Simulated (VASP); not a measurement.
## GaGe3: relaxation of cell and atoms with PBE

GaGe3:

```
Ga Ge
1.0
     0.00000    3.38717    3.38717
     3.38717    0.00000    3.38717
     3.38717    3.38717    0.00000
Ga Ge
1 3
Direct
  0.00000 0.00000 0.00000
  0.25000 0.25000 0.25000
  0.75000 0.75000 0.75000
  0.50000 0.50000 0.50000
```

| Item | Value |
| --- | --- |
| Program | VASP 6.6.1 |
| Task | relaxation of cell and atoms |
| Functional | PBE |
| Potentials or basis | VASP PAW PBE potentials, release 64 (Ga_d, Ge_d) |
| Cutoff | 600 eV |
| k mesh | 5 × 5 × 5 |
| Occupations | methfessel-paxton, width 0.1 eV |
| Spin | no spin polarisation |
| Dipole correction | no |
| Further INCAR settings | ALGO = Normal; EDIFF = 1e-07; IBRION = 2; EDIFFG = -0.01; NSW = 80; ISIF = 3 |

The relaxed volume is 18.74 Å³/atom. The relaxed cell is a = 4.733 Å, b = 4.733 Å, c = 4.733 Å, α = 60.00°, β = 60.00°, γ = 60.00° and the space group after relaxing (to 0.05 Å) is Fm-3m (No. 225). The energy gained by relaxing is 4.6 meV/atom, the ionic steps are 2 and the pressure after relaxing is 0.0 GPa.

Step by step:
| step | energy change (eV) | largest force (eV/Å) | pressure (GPa) | volume (Å³) |
| --- | --- | --- | --- | --- |
| 1 | 0.0000 | 0.0000 | -2.04 | 77.72 |
| 2 | -0.0185 | 0.0000 | -0.02 | 74.97 |

Final structure:
```yaml
crystal:
  lattice:
    - [0.00000, 3.34679, 3.34679]
    - [3.34679, 0.00000, 3.34679]
    - [3.34679, 3.34679, 0.00000]
  atoms:
    - { symbol: Ga, position: [0.00000, 0.00000, 0.00000] }
    - { symbol: Ge, position: [0.25000, 0.25000, 0.25000] }
    - { symbol: Ge, position: [0.75000, 0.75000, 0.75000] }
    - { symbol: Ge, position: [0.50000, 0.50000, 0.50000] }
```

Levels at points of the mesh, in eV from the Fermi level:
```csv
k point,band 26,band 27,band 28,band 29,band 30,band 31
"(0.00, 0.00, 0.00)",-1.95,-1.66,-1.66,-1.66,-1.29,-0.07
```

Run time: 60 s on 1 thread of AMD EPYC 7R13 Processor (Zen 3) (shared host), peak memory 0.22 GiB.

Caveat: the bands computed are all filled at some k points, so no gap is given.
